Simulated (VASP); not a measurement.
Wanted: the native input for a VASP 6.6.1 run.

```yaml
Task: single point
Functional: r2SCAN
Potentials_or_basis: VASP PAW PBE potentials, release 64 (B, P)
Cutoff: 520 eV
k_mesh: 10 × 10 × 10
Occupations: gaussian, width 0.05 eV
Spin: no spin polarisation
Dipole_correction: no
Further_INCAR_settings: ALGO = Normal; EDIFF = 1e-06; NBANDS = 11
```

BP:

```
CELL_PARAMETERS angstrom
0.00000 2.30303 2.26900
2.26900 0.00000 2.26900
2.26900 2.30303 0.00000
ATOMIC_POSITIONS crystal
B 0.00000 0.00000 0.00000
P 0.75000 0.75000 0.75000
```

This cell differs from its parent crystal: strain +0.0150 x Voigt [0, 1, 0, 0, 0, 0].

One way to write it, as run:

POSCAR

```
BP
1.0
    0.0000000000      2.3030350000      2.2690000000
    2.2690000000      0.0000000000      2.2690000000
    2.2690000000      2.3030350000      0.0000000000
B P
1 1
Direct
    0.0000000000      0.0000000000      0.0000000000
    0.7500000000      0.7500000000      0.7500000000
```

INCAR.step1

```
PREC = Accurate
ENCUT = 520
ISMEAR = 0
SIGMA = 0.05
LREAL = False
LASPH = True
NELM = 60
NBANDS = 11
GGA = PE
ALGO = Normal
EDIFF = 1E-4
LWAVE = True
LCHARG = False
```

INCAR.step2

```
PREC = Accurate
ENCUT = 520
EDIFF = 1E-6
ISMEAR = 0
SIGMA = 0.05
LREAL = False
LASPH = True
NELM = 60
ALGO = Normal
ISIF = 2
LWAVE = False
LCHARG = False
METAGGA = R2SCAN
LMIXTAU = True
NBANDS = 11
ISTART = 1
```

KPOINTS

```
Automatic mesh
0
Gamma
  10 10 10
```

Potentials or basis: VASP PAW PBE potentials, release 64 (B, P).

Launch:

```sh
$ cat potpaw_PBE.64/B/POTCAR potpaw_PBE.64/P/POTCAR > POTCAR
$ cp INCAR.step1 INCAR
$ mpirun -np 1 vasp_std > vasp.out
$ cp INCAR.step2 INCAR
$ mpirun -np 1 vasp_std > vasp.out
```

It gave:

```yaml
Pressure: -3.1 GPa
Band_gap_on_the_k_mesh: 1.35 eV, indirect (least direct gap 3.54 eV)
```

Caveat: the cell differs from its parent crystal (strain +0.0150 x Voigt [0, 1, 0, 0, 0, 0]); the PAW data sets were made with another functional, which shifts forces and pressure a little.

Run time: 2.6 min on 1 thread of AMD EPYC 7R13, on a shared host, peak memory 0.12 GiB.
